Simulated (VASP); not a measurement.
# Hf (P6_3/mmc) in VASP: relaxation of cell and atoms with PBE

Aim: the relaxation of cell and atoms of Hf with PBE.

Everything below comes from runs of VASP 6.6.1. Logs are shortened: lines on timing, memory, paths and dates and some standing lists are left out, and cuts for length are marked.

## 1. The cell of the first run

It takes space group P6_3/mmc (No. 194, hexagonal). The conventional cell has a = 3.180 Å, b = 3.180 Å, c = 5.152 Å, α = 90.00°, β = 90.00°, γ = 120.00°. Hf (site symmetry -6m2) has 12 Hf at 3.16 to 3.18 Å within 4.2 Å.

## 2. Relaxation of cell and atoms, PBE

Input file INCAR:

```
PREC = Accurate ; ENCUT = 600
EDIFF = 1E-6 ; ISMEAR = -1
SIGMA = 0.1 ; LREAL = F
LASPH = T ; NELM = 100
ALGO = Normal ; ISIF = 3
LWAVE = F ; LCHARG = F
GGA = PE ; IBRION = 2
NSW = 60 ; EDIFFG = -0.005
```

Input file KPOINTS:

```
Automatic mesh
0
Gamma
  16 16 9
```

Input file POSCAR:

```
Hf
1.0
    3.1801497063      0.0000000000      0.0000000000
   -1.5900748532      2.7540904335      0.0000000000
    0.0000000000      0.0000000000      5.1518425242
Hf
2
Direct
    0.3333333333      0.6666666667      0.2500000000
    0.6666666667      0.3333333333      0.7500000000
```

Potentials or basis: VASP PAW PBE potentials, release 64 (Hf_pv).

Run with:

```sh
$ cat potpaw_PBE.64/Hf_pv/POTCAR > POTCAR
$ mpirun -np 1 vasp_std > vasp.out
```

OUTCAR:

```text
PREC = Accurate
   ENCUT = 600
   EDIFF = 1E-6
   ISMEAR = -1
   LREAL = F
   LASPH = T
   NELM = 100
   ISIF = 3
   GGA = PE
   IBRION = 2
   NSW = 60
   EDIFFG = -0.005

 ion  position               nearest neighbor table
   1  0.333  0.667  0.250-   2 3.16   2 3.16   2 3.16   2 3.16   2 3.16   2 3.16
   2  0.667  0.333  0.750-   1 3.16   1 3.16   1 3.16   1 3.16   1 3.16   1 3.16

  LATTYP: Found a hexagonal cell.
 ALAT       =     3.1801497063
 C/A-ratio  =     1.6200000000

  Lattice vectors:

 A1 = (   3.1801497063,   0.0000000000,   0.0000000000)
 A2 = (  -1.5900748532,   2.7540904335,   0.0000000000)
 A3 = (   0.0000000000,   0.0000000000,   5.1518425242)

Analysis of symmetry for initial positions (statically):
=====================================================================
 Subroutine PRICEL returns:
 Original cell was already a primitive cell.

 Routine SETGRP: Setting up the symmetry group for a
 hexagonal supercell.

 Subroutine GETGRP returns: Found 24 space group operations
 (whereof 12 operations were pure point group operations)
 out of a pool of 24 trial point group operations.

The static configuration has the point symmetry D_3d.
 The point group associated with its full space group is D_6h.

Analysis of symmetry for dynamics (positions and initial velocities):
=====================================================================
 Subroutine PRICEL returns:
 Original cell was already a primitive cell.

 Routine SETGRP: Setting up the symmetry group for a
 hexagonal supercell.

 Subroutine GETGRP returns: Found 24 space group operations
 (whereof 12 operations were pure point group operations)
 out of a pool of 24 trial point group operations.

The dynamic configuration has the point symmetry D_3d.
 The point group associated with its full space group is D_6h.

 Subroutine INISYM returns: Found 24 space group operations
 (whereof 12 operations are pure point group operations),
 and found     1 'primitive' translations

----------------------------------------------------------------------------------------

                                     Primitive cell

[... 105 lines left out ...]
   ISMEAR =    -1;   SIGMA  =   0.10  broadening in eV -4-tet -1-fermi 0-gaus
   EFERMI_NEDOS =   21; number of points for ismear=-14 and -15
   IALGO  =     38    algorithm
   IMIX   =      4    mixing-type and parameters
     AMIX     =   0.40;   BMIX     =  1.00
     AMIX_MAG =   1.60;   BMIX_MAG =  1.00
  volume/ion in A,a.u.               =      22.56       152.25
  Fermi-wavevector in a.u.,A,eV,Ry     =   1.248213  2.358781 21.198364  1.558036
  Thomas-Fermi vector in A             =   2.382310
   LORBIT       =      0    0 simple, 1 ext, 2 COOP (PROOUT), +10 PAW based schemes
   GGA     = PE    functional components
   LHFCALC =     F    Hartree Fock is set to
   AEXX    =    0.0000 exact exchange contribution
   IVDW    =     0    specifies the selected vdW correction
   LEPSILON=     F    determine dielectric tensor
   LRPA    =     F    only Hartree local field effects (RPA)
 conjugate gradient relaxation of ions
 non-spin polarized calculation
  energy-cutoff  :      600.00
  volume of cell :       45.12
 maximum number of plane-waves:      1524
 NGX is ok and might be reduce to    28
   NGX = 13   NGY = 13   NGZ = 21

--------------------------------------- Ionic step        1  -------------------------------------------

 number of electron      20.0000002 magnetization

 Free energy of the ion-electron system (eV)
  ---------------------------------------------------
  ext. energy  EPLUGINS =         0.00000000
  ---------------------------------------------------
  free energy    TOTEN  =       -19.87019662 eV

  energy without entropy =      -19.81238285  energy(sigma->0) =      -19.84128973

------------------------ aborting loop because EDIFF is reached ----------------------------------------

  FORCE on cell =-STRESS in cart. coord.  units (eV):
  Direction    XX          YY          ZZ          XY          YZ          ZX
  --------------------------------------------------------------------------------------
  -------------------------------------------------------------------------------------
  Total        0.1204358      0.1204358     -0.6902388     -0.0000000      0.0000000      0.0000000
  in kB        4.2763945      4.2763945    -24.5087752     -0.0000000      0.0000000      0.0000000
  external PRESSURE =      -5.3186620 kB  Pullay stress =       0.0000000 kB
[... 131 lines left out ...]
--------------------------------------- Ionic step        5  -------------------------------------------

 number of electron      20.0000002 magnetization

 Free energy of the ion-electron system (eV)
  ---------------------------------------------------
  ext. energy  EPLUGINS =         0.00000000
  ---------------------------------------------------
  free energy    TOTEN  =       -19.87695034 eV

  energy without entropy =      -19.82091490  energy(sigma->0) =      -19.84893262

 E-fermi :   4.8783     XC(G=0): -11.2658

 val. band max:        4.8714995455   @ k =   0.1250   0.0625   0.0000
 cond. band min:       4.8930444854   @ k =   0.3125   0.3125   0.3333
 fundamental gap:      0.0215449399
 Fermi energy:         4.8783495684

 k-point     1 :       0.0000    0.0000    0.0000
  band No.  band energies     occupation
      1     -26.1806      2.00000
      2     -25.4499      2.00000
      3     -25.4499      2.00000
      4     -25.3248      2.00000
      5     -25.3237      2.00000
      6     -25.3237      2.00000
      7      -2.4761      2.00000
      8       1.1939      2.00000
      9       5.5208      0.00324
     10       6.0721      0.00001
     11       6.0721      0.00001
     12       6.3488      0.00000
     13       6.8885      0.00000
     14       6.8885      0.00000
[... 377 lines left out ...]
      1     -25.8855      2.00000
      2     -25.8628      2.00000
      3     -25.8073      2.00000
      4     -25.6164      2.00000
      5     -25.4925      2.00000
      6     -25.4831      2.00000
      7       1.0035      2.00000
      8       3.0912      2.00000
      9       3.2521      2.00000
     10       3.6530      1.99999
     11       5.3183      0.02426
     12       5.8358      0.00014
     13       6.1399      0.00001
     14       8.6486      0.00000

 [... further k-points ...]

------------------------ aborting loop because EDIFF is reached ----------------------------------------

  FORCE on cell =-STRESS in cart. coord.  units (eV):
  Direction    XX          YY          ZZ          XY          YZ          ZX
  --------------------------------------------------------------------------------------
  -------------------------------------------------------------------------------------
  Total        0.0009162      0.0009162     -0.0018397     -0.0000000      0.0000000     -0.0000000
  in kB        0.0326844      0.0326844     -0.0656275     -0.0000000      0.0000000     -0.0000000
  external PRESSURE =      -0.0000862 kB  Pullay stress =       0.0000000 kB
[... 17 lines left out ...]
  FREE ENERGIE OF THE ION-ELECTRON SYSTEM (eV)
  ---------------------------------------------------
  free  energy   TOTEN  =       -19.8769503418 eV

  energy  without entropy=      -19.8209148969  energy(sigma->0) =      -19.84893262

 reached required accuracy - stopping structural energy minimisation
```

OSZICAR:

```text
N       E                     dE             d eps       ncg     rms          rms(c)
DAV:   1     0.509945048169E+02    0.50995E+02   -0.12570E+04  4216   0.151E+03
DAV:   2    -0.184368926842E+02   -0.69431E+02   -0.68293E+02  5214   0.287E+02
DAV:   3    -0.205677641478E+02   -0.21309E+01   -0.20674E+01  5664   0.318E+01
[... 36 lines left out ...]
DAV:   2    -0.198776072946E+02    0.17628E-02   -0.33944E-03  5022   0.480E-01    0.165E-01
DAV:   3    -0.198770616208E+02    0.54567E-03   -0.76173E-04  4884   0.207E-01    0.787E-02
DAV:   4    -0.198769517255E+02    0.10990E-03   -0.25435E-04  5154   0.122E-01    0.567E-02
DAV:   5    -0.198769503864E+02    0.13392E-05   -0.18032E-05  5374   0.300E-02    0.721E-03
DAV:   6    -0.198769503418E+02    0.44512E-07   -0.39662E-07  3072   0.529E-03
   5 F= -.19876950E+02 E0= -.19848933E+02  d E =-.757953E-03
```

Run time: 2.7 min. Hardware: 1 thread of AMD EPYC 9R45 (Zen 5), shared host; peak memory 0.24 GiB.

What came out:

| Quantity | Value |
| --- | --- |
| Free energy | -19.8770 eV |
| Relaxed volume | 22.46 Å³/atom |
| Relaxed cell | a = 3.200 Å, b = 3.200 Å, c = 5.064 Å, α = 90.00°, β = 90.00°, γ = 120.00° |
| Space group after relaxing (to 0.1 Å) | P6_3/mmc (No. 194) |
| Energy gained by relaxing | 3.4 meV/atom |
| Ionic steps | 5 |
| Pressure after relaxing | 0.0 GPa |
| Band gap on the k mesh | zero (bands 10 and 11 overlap by 1.53 eV) |

The path:
```
step  energy change (eV)  largest force (eV/Å)  pressure (GPa)  volume (Å³)
   1              0.0000                0.0000           -0.53        45.12
   2             -0.0060                0.0000            0.69        44.63
   3             -0.0060                0.0000            0.64        44.65
   4             -0.0063                0.0000           -0.47        45.12
   5             -0.0068                0.0000            0.00        44.91
```

Final structure:
```
Hf
1.0
     3.20021    0.00000    0.00000
    -1.60010    2.77146    0.00000
     0.00000    0.00000    5.06388
Hf
2
Direct
  0.33333 0.66667 0.25000
  0.66667 0.33333 0.75000
```

Caveat: spin-orbit coupling is left out, which moves the levels of the heavy elements.

The gap in the log of VASP goes by the Fermi energy; the results here count the filled bands.